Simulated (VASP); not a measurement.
# SiC in VASP: notebook

Aim: see how the results for SiC move with the level of theory and the settings. Levels: PBE, PBE exchange alone. Tasks: single point.

Everything below comes from runs of VASP 6.6.1. Logs are shortened: lines on timing, memory, paths and dates and some standing lists are left out, and cuts for length are marked.

## Step 1: The cell of the first run

The structure is hexagonal, space group P6_3mc (No. 186). Conventional cell: a = 3.076 Å, b = 3.076 Å, c = 10.071 Å, α = 90.00°, β = 90.00°, γ = 120.00°. Si (site symmetry 3m) has 4 C at 1.88 to 1.89 Å within 2.5 Å. Si (site symmetry 3m) has 4 C at 1.88 to 1.89 Å within 2.5 Å. Within 2.5 Å of C (site symmetry 3m) lie 4 Si at 1.88 to 1.89 Å. Within 2.5 Å of C (site symmetry 3m) lie 4 Si at 1.88 to 1.89 Å.

## Step 2: Single point, PBE

Input file INCAR:

```
SYSTEM = SiC
PREC = Accurate
ENCUT = 520
EDIFF = 1E-6
ISMEAR = 0
SIGMA = 0.01
LREAL = .False.
LASPH = .True.
NELM = 100
ALGO = Normal
ISIF = 2
LWAVE = .False.
LCHARG = .True.
GGA = PE
LELF = .True.
LVHAR = .True.
NBANDS = 26
```

Input file KPOINTS:

```
Automatic mesh
0
Gamma
  6 6 2
  0 0 0
```

Input file POSCAR:

```
SiC
1.0
    3.0756941497      0.0000000000      0.0000000000
   -1.5378470748      2.6636292679      0.0000000000
    0.0000000000      0.0000000000     10.0706464800
Si C
4 4
Direct
    0.0000000000      0.0000000000      0.1878943800
    0.0000000000      0.0000000000      0.6878943800
    0.3333333333      0.6666666667      0.4378419800
    0.6666666667      0.3333333333      0.9378419800
    0.0000000000      0.0000000000      0.0004600500
    0.0000000000      0.0000000000      0.5004600500
    0.3333333333      0.6666666667      0.2498025900
    0.6666666667      0.3333333333      0.7498025900
```

Potentials or basis: VASP PAW PBE potentials, release 64 (Si, C).

Started as:

```
$ cat potpaw_PBE.64/Si/POTCAR potpaw_PBE.64/C/POTCAR > POTCAR
$ mpirun -np 1 vasp_std > vasp.out
```

OUTCAR:

```text
SYSTEM = SiC
   PREC = Accurate
   ENCUT = 520
   EDIFF = 1E-6
   ISMEAR = 0
   LREAL = .False.
   LASPH = .True.
   NELM = 100
   ISIF = 2
   GGA = PE

 ion  position               nearest neighbor table
   1  0.000  0.000  0.188-   7 1.88   7 1.88   7 1.88   5 1.89   3 3.08   3 3.08   3 3.08   4 3.08
                             4 3.08   4 3.08
   2  0.000  0.000  0.688-   8 1.88   8 1.88   8 1.88   6 1.89   4 3.08   4 3.08   4 3.08   3 3.08
                             3 3.08   3 3.08
   3  0.333  0.667  0.438-   6 1.88   6 1.88   6 1.88   7 1.89   1 3.08   1 3.08   1 3.08   2 3.08
                             2 3.08   2 3.08
   4  0.667  0.333  0.938-   5 1.88   5 1.88   5 1.88   8 1.89   2 3.08   2 3.08   2 3.08   1 3.08
                             1 3.08   1 3.08
   5  0.000  0.000  0.000-   4 1.88   4 1.88   4 1.88   1 1.89
   6  0.000  0.000  0.500-   3 1.88   3 1.88   3 1.88   2 1.89
   7  0.333  0.667  0.250-   1 1.88   1 1.88   1 1.88   3 1.89
   8  0.667  0.333  0.750-   2 1.88   2 1.88   2 1.88   4 1.89

  LATTYP: Found a hexagonal cell.
 ALAT       =     3.0756941497
 C/A-ratio  =     3.2742678530

  Lattice vectors:

 A1 = (   3.0756941497,   0.0000000000,   0.0000000000)
 A2 = (  -1.5378470748,   2.6636292679,   0.0000000000)
 A3 = (   0.0000000000,   0.0000000000,  10.0706464800)

Analysis of symmetry for initial positions (statically):
=====================================================================
 Subroutine PRICEL returns:
 Original cell was already a primitive cell.

 Routine SETGRP: Setting up the symmetry group for a
 hexagonal supercell.

 Subroutine GETGRP returns: Found 12 space group operations
 (whereof  6 operations were pure point group operations)
 out of a pool of 24 trial point group operations.

The static configuration has the point symmetry C_3v.
 The point group associated with its full space group is C_6v.

Analysis of symmetry for dynamics (positions and initial velocities):
=====================================================================
 Subroutine PRICEL returns:
 Original cell was already a primitive cell.

 Routine SETGRP: Setting up the symmetry group for a
 hexagonal supercell.

 Subroutine GETGRP returns: Found 12 space group operations
 (whereof  6 operations were pure point group operations)
 out of a pool of 24 trial point group operations.

The dynamic configuration has the point symmetry C_3v.
 The point group associated with its full space group is C_6v.

 Subroutine INISYM returns: Found 12 space group operations
 (whereof  6 operations are pure point group operations),
 and found     1 'primitive' translations

----------------------------------------------------------------------------------------

                                     Primitive cell

  volume of cell :      82.5039

  direct lattice vectors                    reciprocal lattice vectors
     3.075694150  0.000000000  0.000000000     0.325129857  0.187713811  0.000000000
    -1.537847075  2.663629268  0.000000000     0.000000000  0.375427621  0.000000000
     0.000000000  0.000000000 10.070646480     0.000000000  0.000000000  0.099298491

  length of vectors
     3.075694150  3.075694150 10.070646480     0.375427621  0.375427621  0.099298491

  position of ions in fractional coordinates (direct lattice)
     0.000000000  0.000000000  0.187894380
     0.000000000  0.000000000  0.687894380
     0.333333333  0.666666667  0.437841980
     0.666666667  0.333333333  0.937841980
     0.000000000  0.000000000  0.000460050
     0.000000000  0.000000000  0.500460050
     0.333333333  0.666666667  0.249802590
     0.666666667  0.333333333  0.749802590

  ion indices of the primitive-cell ions
   primitive index   ion index
                 1           1
                 2           2
                 3           3
                 4           4
                 5           5
                 6           6
                 7           7
                 8           8

----------------------------------------------------------------------------------------

 KPOINTS: Automatic mesh

Automatic generation of k-mesh.
 Grid dimensions read from file:
 generate k-points for:    6    6    2

 Generating k-lattice:

  Cartesian coordinates                     Fractional coordinates (reciprocal lattice)
     0.054188310  0.031285635  0.000000000     0.166666667  0.000000000  0.000000000
     0.000000000  0.062571270  0.000000000     0.000000000  0.166666667  0.000000000
     0.000000000  0.000000000  0.049649246     0.000000000  0.000000000  0.500000000

  Length of vectors
     0.062571270  0.062571270  0.049649246

  Shift w.r.t. Gamma in fractional coordinates (k-lattice)
     0.000000000  0.000000000  0.000000000

 Subroutine IBZKPT returns following result:
 ===========================================

 Found     14 irreducible k-points:

 Following reciprocal coordinates:
            Coordinates               Weight
  0.000000  0.000000  0.000000      1.000000
  0.166667 -0.000000  0.000000      6.000000
  0.333333  0.000000  0.000000      6.000000
  0.500000  0.000000  0.000000      3.000000
  0.166667  0.166667  0.000000      6.000000
  0.333333  0.166667  0.000000     12.000000
  0.333333  0.333333  0.000000      2.000000
  0.000000  0.000000  0.500000      1.000000
  0.166667 -0.000000  0.500000      6.000000
  0.333333  0.000000  0.500000      6.000000
  0.500000  0.000000  0.500000      3.000000
  0.166667  0.166667  0.500000      6.000000
  0.333333  0.166667  0.500000     12.000000
  0.333333  0.333333  0.500000      2.000000
   k-points           NKPTS =     14   k-points in BZ     NKDIM =     14   number of bands    NBANDS=     26
   number of dos      NEDOS =    301   number of ions     NIONS =      8
   total plane-waves  NPLWV =  46080
   dimension x,y,z NGX =    24 NGY =   24 NGZ =   80
   dimension x,y,z NGXF=    48 NGYF=   48 NGZF=  160
   ions per type =               4   4
   NGX,Y,Z   is equivalent  to a cutoff of  12.97, 12.97, 13.21 a.u.
   NGXF,Y,Z  is equivalent  to a cutoff of  25.94, 25.94, 26.41 a.u.
 SYSTEM =  SiC
   PREC   = accura    normal or accurate (medium, high low for compatibility)
   ISTART =      0    job   : 0-new  1-cont  2-samecut
   ICHARG =      2    charge: 1-file 2-atom 10-const
   ISPIN  =      1    spin polarized calculation?
   LNONCOLLINEAR =      F non collinear calculations
   LSORBIT =      F    spin-orbit coupling
   LASPH  =      T    aspherical Exc in radial PAW
   ENCUT  =  520.0 eV  38.22 Ry    6.18 a.u.   5.72  5.72 18.72*2*pi/ulx,y,z
   NELM   =    100;   NELMIN=  2; NELMDL= -5     # of ELM steps
   EDIFF  = 0.1E-05   stopping-criterion for ELM
   LREAL  =      F    real-space projection
   EDIFFG = 0.1E-04   stopping-criterion for IOM
   NSW    =      0    number of steps for IOM
   IBRION =     -1    ionic relax: 0-MD 1-quasi-New 2-CG
   NFREE  =      0    steps in history (QN), initial steepest desc. (CG)
   ISIF   =      2    stress and relaxation
   ISYM   =      2    0-nonsym 1-usesym 2-fastsym
   POTIM  = 0.5000    time-step for ionic-motion
   TEBEG  =    0.0;   TEEND  =   0.0 temperature during run
   PSTRESS=    0.0 pullay stress
   NELECT =      32.0000    total number of electrons
   NUPDOWN=      -1.0000    fix difference up-down
   EMIN   =  10.00;   EMAX   =-10.00  energy-range for DOS
   EFERMI =   0.00;   METHOD = LEGACY
   ISMEAR =     0;   SIGMA  =   0.01  broadening in eV -4-tet -1-fermi 0-gaus
   EFERMI_NEDOS =   21; number of points for ismear=-14 and -15
   IALGO  =     38    algorithm
   IMIX   =      4    mixing-type and parameters
     AMIX     =   0.40;   BMIX     =  1.00
     AMIX_MAG =   1.60;   BMIX_MAG =  1.00
  volume/ion in A,a.u.               =      10.31        69.60
  Fermi-wavevector in a.u.,A,eV,Ry     =   1.193897  2.256138 19.393597  1.425389
  Thomas-Fermi vector in A             =   2.329900
   LORBIT       =      0    0 simple, 1 ext, 2 COOP (PROOUT), +10 PAW based schemes
   GGA     = PE    functional components
   LHFCALC =     F    Hartree Fock is set to
   AEXX    =    0.0000 exact exchange contribution
   IVDW    =     0    specifies the selected vdW correction
   LEPSILON=     F    determine dielectric tensor
   LRPA    =     F    only Hartree local field effects (RPA)
 non-spin polarized calculation
 Gauss-broadening in eV      SIGMA  =   0.01
  energy-cutoff  :      520.00
  volume of cell :       82.50
 maximum number of plane-waves:      2248
 NGX is ok and might be reduce to    24

 number of electron      32.0000000 magnetization

 Free energy of the ion-electron system (eV)
  ---------------------------------------------------
  ext. energy  EPLUGINS =         0.00000000
  ---------------------------------------------------
  free energy    TOTEN  =       -60.20889804 eV

  energy without entropy =      -60.20889804  energy(sigma->0) =      -60.20889804

 E-fermi :   8.3076     XC(G=0): -11.3662

 val. band max:        8.2148490159   @ k =   0.0000   0.0000   0.0000
 cond. band min:      10.4374828329   @ k =   0.5000   0.0000   0.0000
 fundamental gap:      2.2226338170
 Fermi energy:         8.3075964564

 k-point     1 :       0.0000    0.0000    0.0000
  band No.  band energies     occupation
      1      -7.2932      2.00000
      2      -6.1133      2.00000
      3      -6.0765      2.00000
      4      -3.7158      2.00000
      5      -0.4153      2.00000
      6       3.8261      2.00000
[... 18 lines left out ...]
     25      15.6259      0.00000
     26      16.2844      0.00000

 k-point     2 :       0.1667   -0.0000    0.0000
  band No.  band energies     occupation
      1      -6.8125      2.00000
      2      -5.6498      2.00000
      3      -5.6106      2.00000
      4      -3.3165      2.00000
      5       0.0194      2.00000
      6       3.8431      2.00000
[... 18 lines left out ...]
     25      16.2696      0.00000
     26      16.4047      0.00000

 k-point     3 :       0.3333    0.0000    0.0000
  band No.  band energies     occupation
      1      -5.4339      2.00000
      2      -4.3561      2.00000
      3      -4.3030      2.00000
      4      -2.3724      2.00000
      5       0.8389      2.00000
      6       1.5531      2.00000
[... 18 lines left out ...]
     25      16.9304      0.00000
     26      17.2395      0.00000

 k-point     4 :       0.5000    0.0000    0.0000
  band No.  band energies     occupation
      1      -3.8646      2.00000
      2      -3.3277      2.00000
      3      -3.0762      2.00000
      4      -2.3418      2.00000
      5      -0.3427      2.00000
      6      -0.0404      2.00000
[... 18 lines left out ...]
     25      16.9823      0.00000
     26      18.4245      0.00000
[... 206 lines left out ...]
      1      -5.5865      2.00000
      2      -5.5865      2.00000
      3      -3.4884      2.00000
      4      -3.4884      2.00000
      5       1.7192      2.00000
      6       1.7192      2.00000
[... 18 lines left out ...]
     25      16.9038      0.00000
     26      16.9039      0.00000

 k-point    13 :       0.3333    0.1667    0.5000
  band No.  band energies     occupation
      1      -3.9543      2.00000
      2      -3.9543      2.00000
      3      -2.4716      2.00000
      4      -2.4716      2.00000
      5       0.5318      2.00000
      6       0.5318      2.00000
[... 18 lines left out ...]
     25      16.9869      0.00000
     26      16.9869      0.00000

 k-point    14 :       0.3333    0.3333    0.5000
  band No.  band energies     occupation
      1      -2.6817      2.00000
      2      -2.6817      2.00000
      3      -2.6048      2.00000
      4      -2.6048      2.00000
      5       0.8402      2.00000
      6       0.8402      2.00000
[... 18 lines left out ...]
     25      18.5145      0.00000
     26      18.5167      0.00000

------------------------ aborting loop because EDIFF is reached ----------------------------------------

  FORCE on cell =-STRESS in cart. coord.  units (eV):
  Direction    XX          YY          ZZ          XY          YZ          ZX
  --------------------------------------------------------------------------------------
  -------------------------------------------------------------------------------------
  Total        2.0407425      2.0407425      1.9054130      0.0000000      0.0000000      0.0000000
  in kB       39.6300406     39.6300406     37.0020195      0.0000000      0.0000000      0.0000000
  external PRESSURE =      38.7540335 kB  Pullay stress =       0.0000000 kB

 VOLUME and BASIS-vectors are now :
 -----------------------------------------------------------------------------
  energy-cutoff  :      520.00
  volume of cell :       82.50
      direct lattice vectors                 reciprocal lattice vectors
     3.075694150  0.000000000  0.000000000     0.325129857  0.187713811  0.000000000
    -1.537847075  2.663629268  0.000000000     0.000000000  0.375427621  0.000000000
     0.000000000  0.000000000 10.070646480     0.000000000  0.000000000  0.099298491

 POSITION                                       TOTAL-FORCE (eV/Angst)
 -----------------------------------------------------------------------------------
      0.00000      0.00000      1.89222        -0.000000      0.000000      0.005617
      0.00000      0.00000      6.92754         0.000000      0.000000      0.005617
     -0.00000      1.77575      4.40935        -0.000000      0.000000      0.001573
      1.53785      0.88788      9.44468         0.000000     -0.000000      0.001573
      0.00000      0.00000      0.00463        -0.000000     -0.000000     -0.005725
      0.00000      0.00000      5.03996         0.000000      0.000000     -0.005725
     -0.00000      1.77575      2.51567        -0.000000      0.000000     -0.001465
      1.53785      0.88788      7.55100         0.000000     -0.000000     -0.001465
 -----------------------------------------------------------------------------------
    total drift:                               -0.000000     -0.000000      0.000079

  FREE ENERGIE OF THE ION-ELECTRON SYSTEM (eV)
  ---------------------------------------------------
  free  energy   TOTEN  =       -60.2088980395 eV

  energy  without entropy=      -60.2088980395  energy(sigma->0) =      -60.20889804
```

It took 26 s on 1 thread of AMD EPYC 7R13 (Zen 3), shared host; peak memory 0.17 GiB.

What came out:

* Free energy: -60.2089 eV
* Pressure: 3.9 GPa
* Largest force: 0.006 eV/Å
* Band gap on the k mesh: 2.22 eV, indirect (least direct gap 3.35 eV)

Forces in eV/Å, atoms in the order of the input:
```
Si   0.000  0.000  0.006
Si   0.000  0.000  0.006
Si   0.000  0.000  0.002
Si   0.000  0.000  0.002
C    0.000  0.000 -0.006
C    0.000  0.000 -0.006
C    0.000  0.000 -0.001
C    0.000  0.000 -0.001
```

Levels at points of the mesh, in eV from the valence-band top:
```tsv
k point	band 14	band 15	band 16	band 17	band 18	band 19
(0.00, 0.00, 0.00)	-0.05	0.00	0.00	5.11	5.69	6.32
(0.50, 0.00, 0.00)	-2.22	-1.58	-1.12	2.22	2.35	4.23
(0.00, 0.00, 0.50)	-0.21	-0.21	-0.21	5.32	5.32	6.79
(0.50, 0.00, 0.50)	-2.50	-1.55	-1.55	2.64	2.64	4.21
```

## Step 3: Single point, PBE (atoms moved at random)

Input file INCAR:

```
SYSTEM = SiC
PREC = Accurate
ENCUT = 520
EDIFF = 1E-6
ISMEAR = -1
SIGMA = 0.05
LREAL = .FALSE.
LASPH = .TRUE.
NELM = 100
ALGO = Normal
ISIF = 2
LWAVE = .FALSE.
LCHARG = .TRUE.
GGA = PE
LELF = .TRUE.
LVHAR = .TRUE.
NBANDS = 26
```

Input file KPOINTS:

```
regular mesh
0
G
  10 10 3
  0 0 0
```

Input file POSCAR:

```
SiC
1.0
    3.0756941497      0.0000000000      0.0000000000
   -1.5378470748      2.6636292679      0.0000000000
    0.0000000000      0.0000000000     10.0706464800
Si C
4 4
Direct
   -0.0121500000     -0.0206490000      0.1835520000
   -0.0025820000      0.0018400000      0.6876480000
    0.3381010000      0.6729920000      0.4410540000
    0.6703780000      0.3309140000      0.9353530000
   -0.0081960000      0.0040860000      0.0031760000
    0.0062090000      0.0003760000      0.4997050000
    0.3283650000      0.6555110000      0.2492340000
    0.6667050000      0.3285780000      0.7480500000
```

Potentials or basis: VASP PAW PBE potentials, release 64 (Si, C).

Started as:

```
$ cat potpaw_PBE.64/Si/POTCAR potpaw_PBE.64/C/POTCAR > POTCAR
$ mpirun -np 1 vasp_std > vasp.out
```

Run time: 2.5 min. Hardware: 1 thread of Intel Xeon Platinum 8488C (Sapphire Rapids), shared host; peak memory 0.36 GiB.

Results (log left out):

```yaml
Free_energy: -60.0845 eV
Pressure: 4.3 GPa
Largest_force: 2.052 eV/Å
Band_gap_on_the_k_mesh: 1.84 eV, indirect (least direct gap 3.12 eV)
```

Forces in eV/Å, atoms in the order of the input:
```
Si   0.100  0.547  1.828
Si   0.420 -0.329 -0.333
Si   0.240 -0.410 -1.400
Si  -0.786  0.281  0.740
C    0.811 -0.421 -1.837
C   -0.333  0.293  0.697
C   -0.132 -0.274  0.019
C   -0.319  0.313  0.285
```

Stress tensor (GPa, compression positive):
```
 4.84 -0.99  0.07
-0.99  2.89 -0.23
 0.07 -0.23  5.12
```

Levels at points of the mesh, in eV from the valence-band top:
| k point | band 14 | band 15 | band 16 | band 17 | band 18 | band 19 |
| --- | --- | --- | --- | --- | --- | --- |
| (0.00, 0.00, 0.00) | -0.39 | -0.22 | 0.00 | 4.73 | 5.39 | 5.88 |
| (0.50, 0.00, 0.00) | -2.57 | -1.82 | -1.31 | 1.84 | 2.01 | 4.00 |
| (0.00, 0.50, 0.00) | -2.59 | -1.85 | -1.37 | 1.86 | 2.00 | 3.96 |
| (0.50, 0.50, 0.00) | -2.53 | -1.85 | -1.25 | 1.87 | 2.06 | 4.03 |

Caveat: the cell differs from its parent crystal (atoms moved at random); forces of over 1 eV/Å act on the atoms, so gaps and moduli don't describe the material at rest. A k mesh can miss the band edges.

## Step 4: Single point, PBE exchange alone

This run uses another cell than the first one, of 11.40 Å³/atom, 1.105 times its volume.

Input file INCAR:

```
PREC = Accurate ; ENCUT = 520
EDIFF = 1E-6 ; ISMEAR = -1
SIGMA = 0.05 ; LREAL = False
LASPH = True ; NELM = 100
ALGO = Normal ; ISIF = 2
LWAVE = False ; LCHARG = True
GGA = PE ; ALDAC = 0.0
AGGAC = 0.0 ; LELF = True
LVHAR = True ; NBANDS = 26
```

Input file KPOINTS:

```
regular mesh
0
Gamma
  10 10 3
```

Input file POSCAR:

```
SiC
1.0
    3.1790724579      0.0000000000      0.0000000000
   -1.5895362289      2.7531575090      0.0000000000
    0.0000000000      0.0000000000     10.4170127097
Si C
4 4
Direct
    0.0000000000      0.0000000000      0.1877979672
    0.0000000000      0.0000000000      0.6877979672
    0.3333333333      0.6666666667      0.4379101508
    0.6666666667      0.3333333333      0.9379101508
    0.0000000000      0.0000000000      0.0005076259
    0.0000000000      0.0000000000      0.5005076259
    0.3333333333      0.6666666667      0.2497832562
    0.6666666667      0.3333333333      0.7497832562
```

Started as:

```
$ cat potpaw_PBE.64/Si/POTCAR potpaw_PBE.64/C/POTCAR > POTCAR
$ mpirun -np 1 vasp_std > vasp.out
```

Run time: 81 s. Hardware: 1 thread of Intel Xeon 8259CL, shared host; peak memory 0.22 GiB.

It converged, with:

```yaml
Free_energy: -46.9638 eV
Pressure: 0.3 GPa
Band_gap_on_the_k_mesh: 2.49 eV, indirect (least direct gap 3.57 eV)
```

Levels at points of the mesh, in eV from the valence-band top:
```
           k point  band 13  band 14  band 15  band 16  band 17  band 18  band 19  band 20
(0.00, 0.00, 0.00)    -0.57    -0.05     0.00     0.00     4.44     5.01     5.36     5.60
(0.50, 0.00, 0.00)    -2.19    -2.09    -1.48    -1.09     2.49     2.56     4.18     4.34
```

A k mesh can miss the band edges.

## Step 5: Summary

```tsv
level	cell	k mesh	smearing	gap on the mesh (eV)	pressure (GPa)	largest force (eV/Å)
PBE	a = 3.076, b = 3.076, c = 10.071 Å, angles 90.0, 90.0, 120.0°, 8 atoms	6 × 6 × 2	gaussian 0.01 eV	2.22	3.9	0.01
PBE	a = 3.076, b = 3.076, c = 10.071 Å, angles 90.0, 90.0, 120.0°, 8 atoms	10 × 10 × 3	fermi-dirac 0.05 eV	1.84	4.3	2.05
PBE exchange alone	a = 3.179, b = 3.179, c = 10.417 Å, angles 90.0, 90.0, 120.0°, 8 atoms	10 × 10 × 3	fermi-dirac 0.05 eV	2.49	0.3	-
```

Some of these runs hold the atoms at other places in the same cell, which the table doesn't show; runs alike in all that it shows share one row.

Alike in all rows: task single point; potentials or basis VASP PAW PBE potentials, release 64 (Si, C); no spin polarisation; cutoff (eV) 520.

Caveats: forces of over 1 eV/Å act on the atoms, so gaps and moduli don't describe the material at rest (some runs).

Total energies depend on the potentials used, so only differences within one code and one set of settings carry meaning.
